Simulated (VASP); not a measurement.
# NaF2: relaxation of cell and atoms with PBE

The system is NaF2.

```
CELL_PARAMETERS angstrom
3.64359 0.00000 0.00000
-1.82180 3.15545 0.00000
0.00000 0.00000 3.73012
ATOMIC_POSITIONS crystal
Na 0.00000 0.00000 0.00000
F 0.33333 0.66667 0.25552
F 0.66667 0.33333 0.74448
```

This cell differs from its parent crystal: atoms taken out.

```yaml
Program: VASP 6.6.1
Task: relaxation of cell and atoms
Functional: PBE
Potentials_or_basis: VASP PAW PBE potentials, release 64 (Na_pv, F)
Cutoff: 600 eV
k_mesh: 6 × 6 × 6
Occupations: gaussian, width 0.1 eV
Spin: collinear spin
Starting_moments: "[0.0, 0.54, 0.54] μB"
Dipole_correction: no
Further_INCAR_settings: ALGO = Normal; EDIFF = 1e-06; IBRION = 2; EDIFFG = -0.04; NSW = 90; ISIF = 3
```

| Property | Result |
| --- | --- |
| Pressure after relaxing | -0.1 GPa |
| Largest force after relaxing | 0.004 eV/Å |
| Band gap on the k mesh | zero (filled and empty bands overlap) |
| Net moment | 1.00 μB per cell |
| Site moments | Na -0.00; F +0.45 μB |
| Valence electrons inside the program's atomic spheres | Na 6.03; F 5.94 |

Forces on the atoms (eV/Å):
```
Na   0.000  0.000  0.000
F    0.000  0.000  0.004
F    0.000  0.000 -0.004
```

Stress tensor (GPa, compression positive):
```
 0.06  0.00  0.00
 0.00  0.06  0.00
 0.00  0.00 -0.42
```

Final structure:
```cif
data_structure
_symmetry_space_group_name_H-M 'P 1'
_symmetry_Int_Tables_number 1
_cell_length_a 3.6436
_cell_length_b 3.6436
_cell_length_c 3.7301
_cell_angle_alpha 90.000
_cell_angle_beta 90.000
_cell_angle_gamma 120.000
_cell_volume 42.89
loop_
_atom_site_label
_atom_site_type_symbol
_atom_site_fract_x
_atom_site_fract_y
_atom_site_fract_z
_atom_site_occupancy
Na1 Na 0.00000 0.00000 0.00000 1
F1 F 0.33333 0.66667 0.25552 1
F2 F 0.66667 0.33333 0.74448 1
```

Levels at points of the mesh, in eV from the Fermi level:
Spin up:
| k point | band 7 | band 8 | band 9 | band 10 | band 11 | band 12 | band 13 | band 14 | band 15 |
| --- | --- | --- | --- | --- | --- | --- | --- | --- | --- |
| (0.00, 0.00, 0.00) | -1.53 | -1.53 | -1.02 | -0.78 | -0.78 | 7.40 | 14.41 | 17.15 | 18.42 |
| (0.50, 0.00, 0.00) | -1.88 | -1.71 | -1.48 | -1.16 | -0.71 | 11.25 | 11.82 | 14.70 | 18.47 |
| (0.00, 0.00, 0.50) | -1.96 | -1.18 | -1.18 | -1.10 | -1.10 | 10.15 | 10.84 | 18.20 | 18.20 |
| (0.50, 0.00, 0.50) | -2.46 | -1.27 | -1.16 | -0.88 | -0.88 | 12.33 | 14.09 | 14.10 | 14.16 |
Spin down:
```csv
k point,band 6,band 7,band 8,band 9,band 10,band 11,band 12,band 13,band 14,band 15
"(0.00, 0.00, 0.00)",-1.15,-0.97,-0.97,-0.18,-0.18,0.41,7.55,14.51,17.46,18.48
"(0.50, 0.00, 0.00)",-1.48,-1.17,-0.60,-0.55,-0.11,-0.10,11.43,12.02,14.82,18.64
"(0.00, 0.00, 0.50)",-0.75,-0.69,-0.61,-0.61,-0.52,-0.52,10.43,11.15,18.26,18.26
"(0.50, 0.00, 0.50)",-1.67,-1.61,-0.70,-0.59,0.13,0.13,12.46,14.22,14.40,14.49
```

Wall time 35 s on 1 thread of Intel(R) Xeon(R) Platinum 8488C (Sapphire Rapids), on a shared host, peak memory 0.19 GiB.

Caveat: the cell differs from its parent crystal (atoms taken out); the relaxation stopped at its first step, so nothing moved.
